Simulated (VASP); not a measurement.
# KBr (P6_3/mmc) in VASP: further runs, part 2 of 3

VASP 6.6.1.

## (3) Single point, PBE (38.97 Å³/atom)

This run uses another cell than the first one, of 38.97 Å³/atom.

File INCAR:

```
PREC = Accurate
ENCUT = 520
EDIFF = 1E-6
ISMEAR = 0
SIGMA = 0.01
LREAL = F
LASPH = T
NELM = 100
ALGO = Normal
ISIF = 2
LWAVE = F
LCHARG = T
GGA = PE
LELF = T
LVHAR = T
NBANDS = 24
```

File KPOINTS:

```
Automatic mesh
0
Gamma
  6 6 4
```

File POSCAR:

```
KBr
1.0
    4.6883539372      0.0000000000      0.0000000000
   -2.3441769686      4.0602336116      0.0000000000
    0.0000000000      0.0000000000      8.1879510919
K Br
2 2
Direct
    0.0000000000      0.0000000000      0.0000000000
    0.0000000000      0.0000000000      0.5000000000
    0.3333333333      0.6666666667      0.2500000000
    0.6666666667      0.3333333333      0.7500000000
```

Potentials or basis: VASP PAW PBE potentials, release 64 (K_sv, Br).

Started as:

```bash
> cat potpaw_PBE.64/K_sv/POTCAR potpaw_PBE.64/Br/POTCAR > POTCAR
> mpirun -np 1 vasp_std > vasp.out
```

OUTCAR:

```text
PREC = Accurate
   ENCUT = 520
   EDIFF = 1E-6
   ISMEAR = 0
   LREAL = F
   LASPH = T
   NELM = 100
   ISIF = 2
   GGA = PE

 ion  position               nearest neighbor table
   1  0.000  0.000  0.000-
   2  0.000  0.000  0.500-
   3  0.333  0.667  0.250-
   4  0.667  0.333  0.750-

  LATTYP: Found a hexagonal cell.
 ALAT       =     4.6883539372
 C/A-ratio  =     1.7464447441

  Lattice vectors:

 A1 = (   4.6883539372,   0.0000000000,   0.0000000000)
 A2 = (  -2.3441769686,   4.0602336116,   0.0000000000)
 A3 = (   0.0000000000,   0.0000000000,   8.1879510919)

Analysis of symmetry for initial positions (statically):
=====================================================================
 Subroutine PRICEL returns:
 Original cell was already a primitive cell.

 Routine SETGRP: Setting up the symmetry group for a
 hexagonal supercell.

 Subroutine GETGRP returns: Found 24 space group operations
 (whereof 12 operations were pure point group operations)
 out of a pool of 24 trial point group operations.

The static configuration has the point symmetry D_3d.
 The point group associated with its full space group is D_6h.

Analysis of symmetry for dynamics (positions and initial velocities):
=====================================================================
 Subroutine PRICEL returns:
 Original cell was already a primitive cell.

 Routine SETGRP: Setting up the symmetry group for a
 hexagonal supercell.

 Subroutine GETGRP returns: Found 24 space group operations
 (whereof 12 operations were pure point group operations)
 out of a pool of 24 trial point group operations.

The dynamic configuration has the point symmetry D_3d.
 The point group associated with its full space group is D_6h.

 Subroutine INISYM returns: Found 24 space group operations
 (whereof 12 operations are pure point group operations),
 and found     1 'primitive' translations

----------------------------------------------------------------------------------------

                                     Primitive cell

  volume of cell :     155.8643

  direct lattice vectors                    reciprocal lattice vectors
     4.688353937  0.000000000  0.000000000     0.213294477  0.123145624  0.000000000
    -2.344176969  4.060233612  0.000000000     0.000000000  0.246291247  0.000000000
     0.000000000  0.000000000  8.187951092     0.000000000  0.000000000  0.122130676

  length of vectors
     4.688353937  4.688353937  8.187951092     0.246291247  0.246291247  0.122130676

  position of ions in fractional coordinates (direct lattice)
     0.000000000  0.000000000  0.000000000
     0.000000000  0.000000000  0.500000000
     0.333333333  0.666666667  0.250000000
     0.666666667  0.333333333  0.750000000

  ion indices of the primitive-cell ions
   primitive index   ion index
                 1           1
                 2           2
                 3           3
                 4           4

----------------------------------------------------------------------------------------

 KPOINTS: Automatic mesh

Automatic generation of k-mesh.
 Grid dimensions read from file:
 generate k-points for:    6    6    4

 Generating k-lattice:

  Cartesian coordinates                     Fractional coordinates (reciprocal lattice)
     0.035549079  0.020524271  0.000000000     0.166666667  0.000000000  0.000000000
     0.000000000  0.041048541  0.000000000     0.000000000  0.166666667  0.000000000
     0.000000000  0.000000000  0.030532669     0.000000000  0.000000000  0.250000000

  Length of vectors
     0.041048541  0.041048541  0.030532669

  Shift w.r.t. Gamma in fractional coordinates (k-lattice)
     0.000000000  0.000000000  0.000000000

 Subroutine IBZKPT returns following result:
 ===========================================

 Found     21 irreducible k-points:

 Following reciprocal coordinates:
            Coordinates               Weight
  0.000000  0.000000  0.000000      1.000000
  0.166667  0.000000  0.000000      6.000000
  0.333333  0.000000  0.000000      6.000000
  0.500000 -0.000000  0.000000      3.000000
  0.166667  0.166667  0.000000      6.000000
  0.333333  0.166667  0.000000     12.000000
[... 13 lines left out ...]
  0.333333  0.166667  0.500000     12.000000
  0.333333  0.333333  0.500000      2.000000
   k-points           NKPTS =     21   k-points in BZ     NKDIM =     21   number of bands    NBANDS=     24
   number of dos      NEDOS =    301   number of ions     NIONS =      4
   total plane-waves  NPLWV =  82944
   dimension x,y,z NGX =    36 NGY =   36 NGZ =   64
   dimension x,y,z NGXF=    72 NGYF=   72 NGZF=  128
   ions per type =               2   2
   NGX,Y,Z   is equivalent  to a cutoff of  12.77, 12.77, 12.99 a.u.
   NGXF,Y,Z  is equivalent  to a cutoff of  25.53, 25.53, 25.99 a.u.
 SYSTEM =  unknown system
   PREC   = accura    normal or accurate (medium, high low for compatibility)
   ISTART =      0    job   : 0-new  1-cont  2-samecut
   ICHARG =      2    charge: 1-file 2-atom 10-const
   ISPIN  =      1    spin polarized calculation?
   LNONCOLLINEAR =      F non collinear calculations
   LSORBIT =      F    spin-orbit coupling
   LASPH  =      T    aspherical Exc in radial PAW
   ENCUT  =  520.0 eV  38.22 Ry    6.18 a.u.   8.72  8.72 15.22*2*pi/ulx,y,z
   NELM   =    100;   NELMIN=  2; NELMDL= -5     # of ELM steps
   EDIFF  = 0.1E-05   stopping-criterion for ELM
   LREAL  =      F    real-space projection
   EDIFFG = 0.1E-04   stopping-criterion for IOM
   NSW    =      0    number of steps for IOM
   IBRION =     -1    ionic relax: 0-MD 1-quasi-New 2-CG
   NFREE  =      0    steps in history (QN), initial steepest desc. (CG)
   ISIF   =      2    stress and relaxation
   ISYM   =      2    0-nonsym 1-usesym 2-fastsym
   POTIM  = 0.5000    time-step for ionic-motion
   TEBEG  =    0.0;   TEEND  =   0.0 temperature during run
   PSTRESS=    0.0 pullay stress
   NELECT =      32.0000    total number of electrons
   NUPDOWN=      -1.0000    fix difference up-down
   EMIN   =  10.00;   EMAX   =-10.00  energy-range for DOS
   EFERMI =   0.00;   METHOD = LEGACY
   ISMEAR =     0;   SIGMA  =   0.01  broadening in eV -4-tet -1-fermi 0-gaus
   EFERMI_NEDOS =   21; number of points for ismear=-14 and -15
   IALGO  =     38    algorithm
   IMIX   =      4    mixing-type and parameters
     AMIX     =   0.40;   BMIX     =  1.00
     AMIX_MAG =   1.60;   BMIX_MAG =  1.00
  volume/ion in A,a.u.               =      38.97       262.96
  Fermi-wavevector in a.u.,A,eV,Ry     =   0.965775  1.825050 12.690443  0.932721
  Thomas-Fermi vector in A             =   2.095520
   LORBIT       =      0    0 simple, 1 ext, 2 COOP (PROOUT), +10 PAW based schemes
   GGA     = PE    functional components
   LHFCALC =     F    Hartree Fock is set to
   AEXX    =    0.0000 exact exchange contribution
   IVDW    =     0    specifies the selected vdW correction
   LEPSILON=     F    determine dielectric tensor
   LRPA    =     F    only Hartree local field effects (RPA)
 non-spin polarized calculation
 Gauss-broadening in eV      SIGMA  =   0.01
  energy-cutoff  :      520.00
  volume of cell :      155.86
 maximum number of plane-waves:      4225
 NGX is ok and might be reduce to    36
   NGX = 17   NGY = 17   NGZ = 31

 number of electron      32.0000000 magnetization

 Free energy of the ion-electron system (eV)
  ---------------------------------------------------
  ext. energy  EPLUGINS =         0.00000000
  ---------------------------------------------------
  free energy    TOTEN  =       -12.34434904 eV

  energy without entropy =      -12.34434904  energy(sigma->0) =      -12.34434904

 E-fermi :  -1.9339     XC(G=0):  -7.0493

 val. band max:       -1.9797567512   @ k =   0.0000   0.0000   0.0000
 cond. band min:       2.1903044158   @ k =   0.0000   0.0000   0.0000
 fundamental gap:      4.1700611670
 Fermi energy:        -1.9338825606

 k-point     1 :       0.0000    0.0000    0.0000
  band No.  band energies     occupation
      1     -30.0829      2.00000
      2     -30.0742      2.00000
      3     -14.4531      2.00000
      4     -14.2331      2.00000
      5     -13.5545      2.00000
      6     -13.5545      2.00000
[... 556 lines left out ...]
     23       6.7644      0.00000
     24       6.7878      0.00000

------------------------ aborting loop because EDIFF is reached ----------------------------------------

  FORCE on cell =-STRESS in cart. coord.  units (eV):
  Direction    XX          YY          ZZ          XY          YZ          ZX
  --------------------------------------------------------------------------------------
  -------------------------------------------------------------------------------------
  Total       -0.3528673     -0.3528673     -0.3370037      0.0000000     -0.0000000      0.0000000
  in kB       -3.6272324     -3.6272324     -3.4641649      0.0000000     -0.0000000      0.0000000
  external PRESSURE =      -3.5728766 kB  Pullay stress =       0.0000000 kB

 VOLUME and BASIS-vectors are now :
 -----------------------------------------------------------------------------
  energy-cutoff  :      520.00
  volume of cell :      155.86
      direct lattice vectors                 reciprocal lattice vectors
     4.688353937  0.000000000  0.000000000     0.213294477  0.123145624  0.000000000
    -2.344176969  4.060233612  0.000000000     0.000000000  0.246291247  0.000000000
     0.000000000  0.000000000  8.187951092     0.000000000  0.000000000  0.122130676

 POSITION                                       TOTAL-FORCE (eV/Angst)
 -----------------------------------------------------------------------------------
      0.00000      0.00000      0.00000         0.000000     -0.000000     -0.000000
      0.00000      0.00000      4.09398         0.000000     -0.000000     -0.000000
     -0.00000      2.70682      2.04699        -0.000000      0.000000      0.000000
      2.34418      1.35341      6.14096        -0.000000     -0.000000      0.000000
 -----------------------------------------------------------------------------------
    total drift:                               -0.000000      0.000000     -0.000000

  FREE ENERGIE OF THE ION-ELECTRON SYSTEM (eV)
  ---------------------------------------------------
  free  energy   TOTEN  =       -12.3443490356 eV

  energy  without entropy=      -12.3443490356  energy(sigma->0) =      -12.34434904
```

Wall time 44 s (1 thread of Intel Xeon 6975P-C (Granite Rapids), shared host); peak memory 0.3 GiB.

Results:

* Free energy: -12.3443 eV
* Pressure: -0.4 GPa
* Band gap on the k mesh: 4.17 eV

## (4) Single point, PBE (40.10 Å³/atom)

This run uses another cell than the first one, of 40.10 Å³/atom.

File INCAR:

```
PREC = Accurate
ENCUT = 520
EDIFF = 1E-6
ISMEAR = 0
SIGMA = 0.01
LREAL = False
LASPH = True
NELM = 100
ALGO = Normal
ISIF = 2
LWAVE = False
LCHARG = False
GGA = PE
NBANDS = 24
```

KPOINTS is that of step 3.

File POSCAR:

```
KBr
1.0
    4.7334370292      0.0000000000      0.0000000000
   -2.3667185146      4.0992767145      0.0000000000
    0.0000000000      0.0000000000      8.2666862209
K Br
2 2
Direct
    0.0000000000      0.0000000000      0.0000000000
    0.0000000000      0.0000000000      0.5000000000
    0.3333333333      0.6666666667      0.2500000000
    0.6666666667      0.3333333333      0.7500000000
```

Started as:

```bash
> cat potpaw_PBE.64/K_sv/POTCAR potpaw_PBE.64/Br/POTCAR > POTCAR
> mpirun -np 1 vasp_std > vasp.out
```

Run time: 39 s. Hardware: 1 thread of Intel Xeon 6975P-C (Granite Rapids), shared host; peak memory 0.29 GiB.

The run converged. Its results:

* Free energy: -12.3301 eV
* Pressure: -0.7 GPa
* Band gap on the k mesh: 4.10 eV

Levels at points of the mesh, in eV from the valence-band top:
| k point | band 12 | band 13 | band 14 | band 15 | band 16 | band 17 | band 18 | band 19 | band 20 | band 21 |
| --- | --- | --- | --- | --- | --- | --- | --- | --- | --- | --- |
| (0.00, 0.00, 0.00) | -0.21 | -0.21 | -0.14 | 0.00 | 0.00 | 4.10 | 6.33 | 6.67 | 7.69 | 7.77 |
| (0.50, 0.00, 0.00) | -0.65 | -0.47 | -0.46 | -0.28 | -0.23 | 6.10 | 6.57 | 6.82 | 7.26 | 8.52 |
| (0.00, 0.00, 0.50) | -0.66 | -0.11 | -0.11 | -0.11 | -0.11 | 5.21 | 5.21 | 7.17 | 7.17 | 8.16 |
| (0.50, 0.00, 0.50) | -0.88 | -0.38 | -0.38 | -0.26 | -0.26 | 6.53 | 6.53 | 6.69 | 6.69 | 8.51 |

A k mesh can miss the band edges.

## (5) Single point, r2SCAN (33.93 Å³/atom)

This run uses another cell than the first one, of 33.93 Å³/atom.

File POSCAR:

```
KBr
1.0
    4.4662252362      0.0000000000      0.0000000000
   -2.2331126181      3.8678645135      0.0000000000
    0.0000000000      0.0000000000      7.8563440058
K Br
2 2
Direct
    0.0000000000      0.0000000000      0.0000000000
    0.0000000000      0.0000000000      0.5000000000
    0.3333333333      0.6666666667      0.2500000000
    0.6666666667      0.3333333333      0.7500000000
```

File INCAR.step1:

```
ALGO = Normal
EDIFF = 1E-4
ENCUT = 520
GGA = PE
ISMEAR = 0
LASPH = True
LCHARG = False
LREAL = False
LWAVE = True
NBANDS = 24
NELM = 60
PREC = Accurate
SIGMA = 0.01
```

File INCAR.step2:

```
ALGO = Normal
EDIFF = 1E-6
ENCUT = 520
ISIF = 2
ISMEAR = 0
ISTART = 1
LASPH = True
LCHARG = False
LMIXTAU = True
LREAL = False
LWAVE = False
METAGGA = R2SCAN
NBANDS = 24
NELM = 60
PREC = Accurate
SIGMA = 0.01
```

File KPOINTS:

```
k-points
0
Gamma
  6 6 4
```

Potentials or basis: VASP PAW PBE potentials, release 64 (K_sv, Br).

Started as:

```bash
> cat potpaw_PBE.64/K_sv/POTCAR potpaw_PBE.64/Br/POTCAR > POTCAR
> cp INCAR.step1 INCAR
> mpirun -np 1 vasp_std > vasp.out
> cp INCAR.step2 INCAR
> mpirun -np 1 vasp_std > vasp.out
```

OUTCAR:

```text
EDIFF = 1E-6
   ENCUT = 520
   ISIF = 2
   ISMEAR = 0
   ISTART = 1
   LASPH = True
   LREAL = False
   METAGGA = R2SCAN
   NELM = 60
   PREC = Accurate

 ion  position               nearest neighbor table
   1  0.000  0.000  0.000-   3 3.24   4 3.24   3 3.24   4 3.24   4 3.24   3 3.24
   2  0.000  0.000  0.500-   3 3.24   4 3.24   3 3.24   4 3.24   4 3.24   3 3.24
   3  0.333  0.667  0.250-   1 3.24   2 3.24   1 3.24   2 3.24   1 3.24   2 3.24
   4  0.667  0.333  0.750-   1 3.24   2 3.24   1 3.24   2 3.24   1 3.24   2 3.24

  LATTYP: Found a hexagonal cell.
 ALAT       =     4.4662252362
 C/A-ratio  =     1.7590568299

  Lattice vectors:

 A1 = (   4.4662252362,   0.0000000000,   0.0000000000)
 A2 = (  -2.2331126181,   3.8678645135,   0.0000000000)
 A3 = (   0.0000000000,   0.0000000000,   7.8563440058)

Analysis of symmetry for initial positions (statically):
=====================================================================
 Subroutine PRICEL returns:
 Original cell was already a primitive cell.

 Routine SETGRP: Setting up the symmetry group for a
 hexagonal supercell.

 Subroutine GETGRP returns: Found 24 space group operations
 (whereof 12 operations were pure point group operations)
 out of a pool of 24 trial point group operations.

The static configuration has the point symmetry D_3d.
 The point group associated with its full space group is D_6h.

Analysis of symmetry for dynamics (positions and initial velocities):
=====================================================================
 Subroutine PRICEL returns:
 Original cell was already a primitive cell.

 Routine SETGRP: Setting up the symmetry group for a
 hexagonal supercell.

 Subroutine GETGRP returns: Found 24 space group operations
 (whereof 12 operations were pure point group operations)
 out of a pool of 24 trial point group operations.

The dynamic configuration has the point symmetry D_3d.
 The point group associated with its full space group is D_6h.

[... 116 lines left out ...]
   IMIX   =      4    mixing-type and parameters
     AMIX     =   0.40;   BMIX     =  1.00
     AMIX_MAG =   1.60;   BMIX_MAG =  1.00
  volume/ion in A,a.u.               =      33.93       228.96
  Fermi-wavevector in a.u.,A,eV,Ry     =   1.011379  1.911230 13.917236  1.022888
  Thomas-Fermi vector in A             =   2.144425
   LORBIT       =      0    0 simple, 1 ext, 2 COOP (PROOUT), +10 PAW based schemes
   METAGGA = R2SCAN    functional components
   LHFCALC =     F    Hartree Fock is set to
   AEXX    =    0.0000 exact exchange contribution
   IVDW    =     0    specifies the selected vdW correction
   LEPSILON=     F    determine dielectric tensor
   LRPA    =     F    only Hartree local field effects (RPA)
 non-spin polarized calculation
 Gauss-broadening in eV      SIGMA  =   0.01
  energy-cutoff  :      520.00
  volume of cell :      135.72
 maximum number of plane-waves:      3668
 NGX is ok and might be reduce to    36
   NGX = 17   NGY = 17   NGZ = 29

 number of electron      31.9999999 magnetization

 Free energy of the ion-electron system (eV)
  ---------------------------------------------------
  ext. energy  EPLUGINS =         0.00000000
  ---------------------------------------------------
  free energy    TOTEN  =       -46.36127796 eV

  energy without entropy =      -46.36127796  energy(sigma->0) =      -46.36127796

 E-fermi :  -1.7825     XC(G=0):  -7.9958

 val. band max:       -1.8263036952   @ k =   0.0000   0.0000   0.0000
 cond. band min:       3.3469541876   @ k =   0.0000   0.0000   0.0000
 fundamental gap:      5.1732578828
 Fermi energy:        -1.7825111940

 k-point     1 :       0.0000    0.0000    0.0000
  band No.  band energies     occupation
      1     -30.7661      2.00000
      2     -30.7509      2.00000
      3     -14.9591      2.00000
      4     -14.6992      2.00000
      5     -13.4775      2.00000
      6     -13.4775      2.00000
[... 556 lines left out ...]
     23       8.1921      0.00000
     24       8.2210      0.00000

------------------------ aborting loop because EDIFF is reached ----------------------------------------

  FORCE on cell =-STRESS in cart. coord.  units (eV):
  Direction    XX          YY          ZZ          XY          YZ          ZX
  --------------------------------------------------------------------------------------
  -------------------------------------------------------------------------------------
  Total        0.9742312      0.9742312      1.0656551      0.0000000      0.0000000      0.0000000
  in kB       11.5011235     11.5011235     12.5804125      0.0000000      0.0000000      0.0000000
  external PRESSURE =      11.8608865 kB  Pullay stress =       0.0000000 kB

 VOLUME and BASIS-vectors are now :
 -----------------------------------------------------------------------------
  energy-cutoff  :      520.00
  volume of cell :      135.72
      direct lattice vectors                 reciprocal lattice vectors
     4.466225236  0.000000000  0.000000000     0.223902725  0.129270298  0.000000000
    -2.233112618  3.867864513  0.000000000     0.000000000  0.258540597  0.000000000
     0.000000000  0.000000000  7.856344006     0.000000000  0.000000000  0.127285669

 POSITION                                       TOTAL-FORCE (eV/Angst)
 -----------------------------------------------------------------------------------
      0.00000      0.00000      0.00000        -0.000000      0.000000      0.000000
      0.00000      0.00000      3.92817        -0.000000      0.000000      0.000000
     -0.00000      2.57858      1.96409        -0.000000     -0.000000      0.000000
      2.23311      1.28929      5.89226         0.000000      0.000000     -0.000000
 -----------------------------------------------------------------------------------
    total drift:                               -0.000000      0.000000     -0.000000

  FREE ENERGIE OF THE ION-ELECTRON SYSTEM (eV)
  ---------------------------------------------------
  free  energy   TOTEN  =       -46.3612779551 eV

  energy  without entropy=      -46.3612779551  energy(sigma->0) =      -46.36127796
```

OUTCAR.step1:

```text
EDIFF = 1E-4
   ENCUT = 520
   GGA = PE
   ISMEAR = 0
[... 793 lines left out ...]
      0.00000      0.00000      0.00000         0.000000      0.000000      0.000000
      0.00000      0.00000      3.92817         0.000000      0.000000      0.000000
     -0.00000      2.57858      1.96409         0.000000     -0.000000     -0.000000
      2.23311      1.28929      5.89226        -0.000000      0.000000     -0.000000
 -----------------------------------------------------------------------------------
    total drift:                               -0.000000      0.000000     -0.000000

  FREE ENERGIE OF THE ION-ELECTRON SYSTEM (eV)
  ---------------------------------------------------
  free  energy   TOTEN  =       -12.2632701635 eV

  energy  without entropy=      -12.2632701635  energy(sigma->0) =      -12.26327016
```

It took 2 min on 1 thread of Intel Xeon 6975P-C (Granite Rapids), shared host; peak memory 0.31 GiB.

What came out:

```yaml
Free_energy: -46.3613 eV
Pressure: 1.2 GPa
Band_gap_on_the_k_mesh: 5.17 eV
```

Caveat: the PAW data sets were made with another functional, which shifts forces and pressure a little. A k mesh can miss the band edges.

(Continued in part 3 of 3.)
